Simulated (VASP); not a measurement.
# IrS (P-6m2) in VASP: further runs

The runs below take IrS through single point, with PBE.

Program: VASP 6.6.1. These are calculated values, not measurements. Logs are shortened: lines on timing, memory, paths and dates and some standing lists are left out, and cuts for length are marked.

## 1. The cell of the first run

It takes space group P-6m2 (No. 187, hexagonal). The conventional cell has a = 3.418 Å, b = 3.418 Å, c = 4.257 Å, α = 90.00°, β = 90.00°, γ = 120.00°. Within 3.8 Å of Ir (site symmetry -6m2) lie 6 S at 2.90 Å and 6 Ir at 3.42 Å. Within 3.8 Å of S (site symmetry -6m2) lie 6 Ir at 2.90 Å and 6 S at 3.42 Å.

## 2. Single point, PBE (21.54 Å³/atom)

INCAR

```
SYSTEM = IrS
ALGO     = Normal         ! electronic algorithm
EDIFF    = 1E-6           ! SCF threshold, eV
ENCUT    = 500            ! plane-wave cutoff, eV
GGA      = PE             ! functional
GGA_COMPAT= .FALSE.      
ISIF     = 2              ! what is computed and relaxed
ISMEAR   = -1             ! smearing method
LASPH    = .TRUE.         ! aspherical terms in the spheres
LCHARG   = .TRUE.         ! write CHGCAR
LELF     = .TRUE.         ! ELF
LREAL    = .FALSE.        ! projectors in reciprocal space
LVHAR    = .TRUE.       
LWAVE    = .FALSE.        ! write WAVECAR
NBANDS   = 14             ! bands
NELM     = 120            ! most SCF steps
PREC     = Accurate       ! precision mode
SIGMA    = 0.05           ! smearing width, eV
```

KPOINTS

```
k-points
0
G
  9 9 6
  0 0 0
```

POSCAR

```
IrS
1.0
    3.4184603211      0.0000000000      0.0000000000
   -1.7092301557      2.9604734775      0.0000000000
    0.0000000000      0.0000000000      4.2569749805
Ir S
1 1
Direct
    0.0000000000      0.0000000000      0.5000000000
    0.6666666700      0.3333333300      0.0000000000
```

Potentials or basis: VASP PAW PBE potentials, release 64 (Ir, S).

On the command line:

```bash
> cat potpaw_PBE.64/Ir/POTCAR potpaw_PBE.64/S/POTCAR > POTCAR
> mpirun -np 1 vasp_std > vasp.out
```

OUTCAR:

```text
SYSTEM = IrS
   EDIFF = 1E-6
   ENCUT = 500
   GGA = PE
   ISIF = 2
   ISMEAR = -1
   LASPH = .TRUE.
   LREAL = .FALSE.
   NELM = 120
   PREC = Accurate

 ion  position               nearest neighbor table
   1  0.000  0.000  0.500-   2 2.90   2 2.90   2 2.90   2 2.90   2 2.90   2 2.90
   2  0.667  0.333  0.000-   1 2.90   1 2.90   1 2.90   1 2.90   1 2.90   1 2.90

  LATTYP: Found a hexagonal cell.
 ALAT       =     3.4184603211
 C/A-ratio  =     1.2452901542

  Lattice vectors:

 A1 = (   3.4184603211,   0.0000000000,   0.0000000000)
 A2 = (  -1.7092301557,   2.9604734775,   0.0000000000)
 A3 = (   0.0000000000,   0.0000000000,   4.2569749805)

Analysis of symmetry for initial positions (statically):
=====================================================================
 Subroutine PRICEL returns:
 Original cell was already a primitive cell.

 Routine SETGRP: Setting up the symmetry group for a
 hexagonal supercell.

 Subroutine GETGRP returns: Found 12 space group operations
 (whereof 12 operations were pure point group operations)
 out of a pool of 24 trial point group operations.

The static configuration has the point symmetry D_3h.

Analysis of symmetry for dynamics (positions and initial velocities):
=====================================================================
 Subroutine PRICEL returns:
 Original cell was already a primitive cell.

 Routine SETGRP: Setting up the symmetry group for a
 hexagonal supercell.

 Subroutine GETGRP returns: Found 12 space group operations
 (whereof 12 operations were pure point group operations)
 out of a pool of 24 trial point group operations.

The dynamic configuration has the point symmetry D_3h.

 Subroutine INISYM returns: Found 12 space group operations
 (whereof 12 operations are pure point group operations),
 and found     1 'primitive' translations

----------------------------------------------------------------------------------------

                                     Primitive cell

  volume of cell :      43.0817

  direct lattice vectors                    reciprocal lattice vectors
     3.418460321  0.000000000  0.000000000     0.292529357  0.168891903  0.000000000
    -1.709230156  2.960473477  0.000000000     0.000000000  0.337783806  0.000000000
     0.000000000  0.000000000  4.256974980     0.000000000  0.000000000  0.234908592

  length of vectors
     3.418460321  3.418460317  4.256974980     0.337783806  0.337783806  0.234908592

  position of ions in fractional coordinates (direct lattice)
     0.000000000  0.000000000  0.500000000
     0.666666670  0.333333330  0.000000000

  ion indices of the primitive-cell ions
   primitive index   ion index
                 1           1
                 2           2

----------------------------------------------------------------------------------------

 KPOINTS: k-points

Automatic generation of k-mesh.
 Grid dimensions read from file:
 generate k-points for:    9    9    6

 Generating k-lattice:

  Cartesian coordinates                     Fractional coordinates (reciprocal lattice)
     0.032503262  0.018765767  0.000000000     0.111111111 -0.000000000  0.000000000
     0.000000000  0.037531534  0.000000000     0.000000000  0.111111111  0.000000000
     0.000000000  0.000000000  0.039151432     0.000000000  0.000000000  0.166666667

  Length of vectors
     0.037531534  0.037531534  0.039151432

  Shift w.r.t. Gamma in fractional coordinates (k-lattice)
     0.000000000  0.000000000  0.000000000

 Subroutine IBZKPT returns following result:
 ===========================================

 Found     48 irreducible k-points:

 Following reciprocal coordinates:
            Coordinates               Weight
  0.000000  0.000000  0.000000      1.000000
  0.111111  0.000000  0.000000      6.000000
  0.222222  0.000000  0.000000      6.000000
  0.333333  0.000000  0.000000      6.000000
  0.444444  0.000000  0.000000      6.000000
  0.111111  0.111111  0.000000      6.000000
[... 16 lines left out ...]
  0.333333  0.222222  0.166667     24.000000
  0.333333  0.333333  0.166667      4.000000
 [... further k-points ...]
   k-points           NKPTS =     48   k-points in BZ     NKDIM =     48   number of bands    NBANDS=     14
   number of dos      NEDOS =    301   number of ions     NIONS =      2
   total plane-waves  NPLWV =  25088
   dimension x,y,z NGX =    28 NGY =   28 NGZ =   32
   dimension x,y,z NGXF=    56 NGYF=   56 NGZF=   64
   ions per type =               1   1
   NGX,Y,Z   is equivalent  to a cutoff of  13.62, 13.62, 12.50 a.u.
   NGXF,Y,Z  is equivalent  to a cutoff of  27.23, 27.23, 24.99 a.u.
 SYSTEM =  IrS
   PREC   = accura    normal or accurate (medium, high low for compatibility)
   ISTART =      0    job   : 0-new  1-cont  2-samecut
   ICHARG =      2    charge: 1-file 2-atom 10-const
   ISPIN  =      1    spin polarized calculation?
   LNONCOLLINEAR =      F non collinear calculations
   LSORBIT =      F    spin-orbit coupling
   LASPH  =      T    aspherical Exc in radial PAW
   ENCUT  =  500.0 eV  36.75 Ry    6.06 a.u.   6.23  6.23  7.76*2*pi/ulx,y,z
   NELM   =    120;   NELMIN=  2; NELMDL= -5     # of ELM steps
   EDIFF  = 0.1E-05   stopping-criterion for ELM
   LREAL  =      F    real-space projection
   EDIFFG = 0.1E-04   stopping-criterion for IOM
   NSW    =      0    number of steps for IOM
   IBRION =     -1    ionic relax: 0-MD 1-quasi-New 2-CG
   NFREE  =      0    steps in history (QN), initial steepest desc. (CG)
   ISIF   =      2    stress and relaxation
   ISYM   =      2    0-nonsym 1-usesym 2-fastsym
   POTIM  = 0.5000    time-step for ionic-motion
   TEBEG  =    0.0;   TEEND  =   0.0 temperature during run
   PSTRESS=    0.0 pullay stress
   NELECT =      15.0000    total number of electrons
   NUPDOWN=      -1.0000    fix difference up-down
   EMIN   =  10.00;   EMAX   =-10.00  energy-range for DOS
   EFERMI =   0.00;   METHOD = LEGACY
   ISMEAR =    -1;   SIGMA  =   0.05  broadening in eV -4-tet -1-fermi 0-gaus
   EFERMI_NEDOS =   21; number of points for ismear=-14 and -15
   IALGO  =     38    algorithm
   IMIX   =      4    mixing-type and parameters
     AMIX     =   0.40;   BMIX     =  1.00
     AMIX_MAG =   1.60;   BMIX_MAG =  1.00
  volume/ion in A,a.u.               =      21.54       145.36
  Fermi-wavevector in a.u.,A,eV,Ry     =   1.151704  2.176405 18.047077  1.326423
  Thomas-Fermi vector in A             =   2.288360
   LORBIT       =      0    0 simple, 1 ext, 2 COOP (PROOUT), +10 PAW based schemes
   GGA     = PE    functional components
   LHFCALC =     F    Hartree Fock is set to
   AEXX    =    0.0000 exact exchange contribution
   IVDW    =     0    specifies the selected vdW correction
   LEPSILON=     F    determine dielectric tensor
   LRPA    =     F    only Hartree local field effects (RPA)
 non-spin polarized calculation
  energy-cutoff  :      500.00
  volume of cell :       43.08
 maximum number of plane-waves:      1120
 NGX is ok and might be reduce to    28
   NGX = 13   NGY = 13   NGZ = 15

 number of electron      15.0000003 magnetization

 Free energy of the ion-electron system (eV)
  ---------------------------------------------------
  ext. energy  EPLUGINS =         0.00000000
  ---------------------------------------------------
  free energy    TOTEN  =       -10.05949748 eV

  energy without entropy =      -10.03126817  energy(sigma->0) =      -10.04538282

 E-fermi :   4.2956     XC(G=0): -10.6052

 val. band max:        4.2758024713   @ k =   0.3333   0.3333   0.0000
 cond. band min:       4.2966212157   @ k =   0.3333   0.0000   0.1667
 fundamental gap:      0.0208187444
 Fermi energy:         4.2955735929

 k-point     1 :       0.0000    0.0000    0.0000
  band No.  band energies     occupation
      1      -9.2173      2.00000
      2       0.9580      2.00000
      3       1.0432      2.00000
      4       2.2156      2.00000
      5       2.2156      2.00000
      6       3.4892      2.00000
      7       3.4892      2.00000
      8       4.3498      0.50536
      9       4.7980      0.00009
     10       4.7980      0.00009
     11      12.3266      0.00000
     12      14.0152      0.00000
     13      14.0152      0.00000
     14      15.5722      0.00000

 k-point     2 :       0.1111    0.0000    0.0000
  band No.  band energies     occupation
      1      -9.0978      2.00000
      2       0.9147      2.00000
      3       1.1721      2.00000
      4       1.8286      2.00000
      5       2.3181      2.00000
      6       3.4488      2.00000
      7       3.6897      1.99999
      8       3.7245      1.99998
      9       4.6854      0.00082
     10       5.3926      0.00000
     11      12.6085      0.00000
     12      13.6825      0.00000
     13      14.3938      0.00000
     14      14.4370      0.00000

 k-point     3 :       0.2222    0.0000    0.0000
  band No.  band energies     occupation
      1      -8.7704      2.00000
      2       0.6603      2.00000
      3       0.8031      2.00000
      4       1.7079      2.00000
      5       2.5713      2.00000
      6       3.2336      2.00000
      7       3.3488      2.00000
      8       4.2609      1.33325
      9       4.4552      0.07886
     10       5.8616      0.00000
     11      12.3460      0.00000
     12      12.9267      0.00000
     13      13.8010      0.00000
     14      15.5124      0.00000
[... 324 lines left out ...]
 k-point    23 :       0.3333    0.2222    0.1667
  band No.  band energies     occupation
      1      -7.8664      2.00000
      2      -0.5131      2.00000
      3       0.3527      2.00000
      4       0.9939      2.00000
      5       2.4550      2.00000
      6       3.3356      2.00000
      7       3.6551      1.99999
      8       4.3148      0.81035
      9       5.4050      0.00000
     10       7.8480      0.00000
     11       9.7471      0.00000
     12      12.0819      0.00000
     13      12.9374      0.00000
     14      14.5494      0.00000

 k-point    24 :       0.3333    0.3333    0.1667
  band No.  band energies     occupation
      1      -7.7817      2.00000
      2      -0.2489      2.00000
      3       0.3767      2.00000
      4       0.3839      2.00000
      5       2.6517      2.00000
      6       3.2048      2.00000
      7       3.6323      2.00000
      8       4.1974      1.75371
      9       5.6872      0.00000
     10       7.9215      0.00000
     11      10.5412      0.00000
     12      11.0960      0.00000
     13      12.7770      0.00000
     14      14.9793      0.00000

 [... further k-points ...]

------------------------ aborting loop because EDIFF is reached ----------------------------------------

  FORCE on cell =-STRESS in cart. coord.  units (eV):
  Direction    XX          YY          ZZ          XY          YZ          ZX
  --------------------------------------------------------------------------------------
  -------------------------------------------------------------------------------------
  Total       -6.5526629     -6.5526629     -9.3107231     -0.0000000     -0.0000000      0.0000000
  in kB     -243.6888134   -243.6888130   -346.2590854     -0.0000004     -0.0000000      0.0000000
  external PRESSURE =    -277.8789039 kB  Pullay stress =       0.0000000 kB

 VOLUME and BASIS-vectors are now :
 -----------------------------------------------------------------------------
  energy-cutoff  :      500.00
  volume of cell :       43.08
      direct lattice vectors                 reciprocal lattice vectors
     3.418460321  0.000000000  0.000000000     0.292529357  0.168891903  0.000000000
    -1.709230156  2.960473477  0.000000000     0.000000000  0.337783806  0.000000000
     0.000000000  0.000000000  4.256974980     0.000000000  0.000000000  0.234908592

 POSITION                                       TOTAL-FORCE (eV/Angst)
 -----------------------------------------------------------------------------------
      0.00000      0.00000      2.12849         0.000000      0.000000      0.000000
      1.70923      0.98682      0.00000        -0.000000     -0.000000      0.000000
 -----------------------------------------------------------------------------------
    total drift:                               -0.000009      0.000005      0.000000

  FREE ENERGIE OF THE ION-ELECTRON SYSTEM (eV)
  ---------------------------------------------------
  free  energy   TOTEN  =       -10.0594974761 eV

  energy  without entropy=      -10.0312681710  energy(sigma->0) =      -10.04538282
```

It took 27 s on 1 thread of Intel Xeon 8259CL, shared host; peak memory 0.18 GiB.

What came out:

```
Free energy            : -10.0595 eV
Pressure               : -27.8 GPa
Band gap on the k mesh : zero (an odd number of electrons rules out a gap without spin polarisation)
```

Stress tensor (GPa, compression positive):
```
-24.37   0.00   0.00
  0.00 -24.37   0.00
  0.00   0.00 -34.63
```

Caveat: the stress differs along the axes, from -35 to -24 GPa; spin-orbit coupling is left out, which moves the levels of the heavy elements; an odd number of electrons without spin polarisation forces a metal; a magnetic or distorted state may lie lower.

## 3. Single point, PBE (22.00 Å³/atom)

This run uses another cell than the first one, of 22.00 Å³/atom.

INCAR

```
PREC = Accurate
ENCUT = 500
EDIFF = 1E-6
ISMEAR = -1
SIGMA = 0.05
LREAL = F
LASPH = T
NELM = 120
ALGO = Normal
ISIF = 2
LWAVE = F
LCHARG = F
GGA = PE
NBANDS = 14
GGA_COMPAT = F
```

KPOINTS

```
Automatic mesh
0
Gamma
  9 9 6
```

POSCAR

```
IrS
1.0
    3.4425347786      0.0000000000      0.0000000000
   -1.7212673843      2.9813225692      0.0000000000
    0.0000000000      0.0000000000      4.2869546653
Ir S
1 1
Direct
    0.0000000000      0.0000000000      0.5000000000
    0.6666666700      0.3333333300      0.0000000000
```

Potentials or basis: VASP PAW PBE potentials, release 64 (Ir, S).

On the command line:

```bash
> cat potpaw_PBE.64/Ir/POTCAR potpaw_PBE.64/S/POTCAR > POTCAR
> mpirun -np 1 vasp_std > vasp.out
```

Run time: 40 s. Hardware: 1 thread of Intel Xeon 8259CL, shared host; peak memory 0.18 GiB.

The run converged. Its results:

- Free energy: -9.9008 eV
- Pressure: -27.8 GPa
- Band gap on the k mesh: zero (an odd number of electrons rules out a gap without spin polarisation)

Stress tensor (GPa, compression positive):
```
-24.34   0.00   0.00
  0.00 -24.34   0.00
  0.00   0.00 -34.75
```

Levels at points of the mesh, in eV from the Fermi level:
```
           k point  band 3  band 4  band 5  band 6  band 7  band 8  band 9  band 10  band 11  band 12
(0.00, 0.00, 0.00)   -3.16   -2.01   -2.01   -0.78   -0.78    0.01    0.48     0.48     8.03     9.72
(0.00, 0.00, 0.50)   -1.69   -1.62   -1.62   -1.50   -1.50    0.67    0.67     4.16     6.14     9.83
```

Caveat: the stress differs along the axes, from -35 to -24 GPa; spin-orbit coupling is left out, which moves the levels of the heavy elements; an odd number of electrons without spin polarisation forces a metal; a magnetic or distorted state may lie lower.

The gap in the log of VASP goes by the Fermi energy; the results here count the filled bands.